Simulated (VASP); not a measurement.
Runs of VASP 6.6.1 on LaAl2N3. The structure is that of space group P-3m1 (No. 164), or close to it. The cells are those of the table. 

```tsv
task	cell	k mesh	cutoff (eV)	gap on the mesh (eV)	pressure (GPa)	relaxed volume (Å³/atom)	largest force (eV/Å)
single point	a = 3.164, b = 3.164, c = 7.904 Å, angles 90.0, 90.0, 120.0°, 6 atoms	12 × 12 × 6	520	none	-0.2	-	(a)
relaxation of cell and atoms	relaxed from a = 3.501, b = 3.501, c = 8.588 Å, angles 90.0, 90.0, 120.0°, 6 atoms	6 × 6 × 2	600	none	0.2	11.37	0.01
single point	a = 3.501, b = 3.501, c = 8.588 Å, angles 90.0, 90.0, 120.0°, 6 atoms	6 × 6 × 2	520	0.67	-22.3	-	1.65
relaxation of cell and atoms	relaxed from a = 3.159, b = 3.159, c = 7.908 Å, angles 90.0, 90.0, 120.0°, 6 atoms	12 × 12 × 6	600	none	0.0	(b)	0.01
single point	a = 3.159, b = 3.159, c = 7.908 Å, angles 90.0, 90.0, 120.0°, 6 atoms	6 × 6 × 2	520	none	-0.2	-	0.03
```

Alike in all rows: level PBE; potentials or basis VASP PAW PBE potentials, release 64 (La, Al, N); no spin polarisation; smearing gaussian 0.1 eV.

Estimate the missing entries.

(a) 0.02; (b) 11.40.

Caveats: some runs use coarse meshes; spin-orbit coupling is left out, which moves the levels of the heavy elements; the volume moved by over 15 % at a fixed basis, so the end points are rough (some runs); forces of over 1 eV/Å act on the atoms, so gaps and moduli don't describe the material at rest (some runs).

A k mesh can miss the band edges, and the runs leave out spin-orbit coupling on La.

A gap of «none» marks levels without a gap at the run's occupations.
